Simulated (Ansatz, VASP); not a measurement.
**One calculation of Co, two programs**

```
Co
1.0
     2.48736    0.00000    0.00000
    -1.24368    2.15412    0.00000
     0.00000    0.00000   25.23836
Co
6
Direct
  0.33333 0.66667 0.29717
  0.66667 0.33333 0.38084
  0.33333 0.66667 0.45816
  0.66667 0.33333 0.54184
  0.33333 0.66667 0.61916
  0.66667 0.33333 0.70283
```

Alike in both runs: task single point; functional PBE; k mesh 12 × 12 × 1; occupations fermi-dirac, width 0.05 eV; collinear spin, ferromagnetic start.

|  | VASP | Ansatz |
| --- | --- | --- |
| version | VASP 6.6.1 | Ansatz 0.2.0 |
| potentials or method | VASP PAW PBE potentials, release 64 (Co) | Ansatz PAW |
| plane-wave cutoff (eV) | 520 | 420 |
| valence electrons in the cell | 54 | 102 |

|  | VASP | Ansatz | Ansatz less VASP |
| --- | --- | --- | --- |
| gap on the k mesh at the Fermi level (eV) | none | none | - |
| rms of the force components (eV/Å) | 0.430 | 0.434 | +0.0032 |
| net moment per atom (μB) | 1.67 | 1.68 | +0.014 |
| size of the moment on the site where the two differ most (μB) | 1.64 | 1.71 | +0.069 |
| work function, face that differs most (eV) | 4.83 | 5.03 | +0.202 |

Site moments also hang on the region over which each program counts them. Atom by atom the forces differ by 0.011 eV/Å (rms over components). A gap of «none» marks a metal or a gap that the smearing closes. VASP's potentials hold 54 valence electrons a cell and Ansatz's 102, so a difference there can come from the potentials and not from the codes.
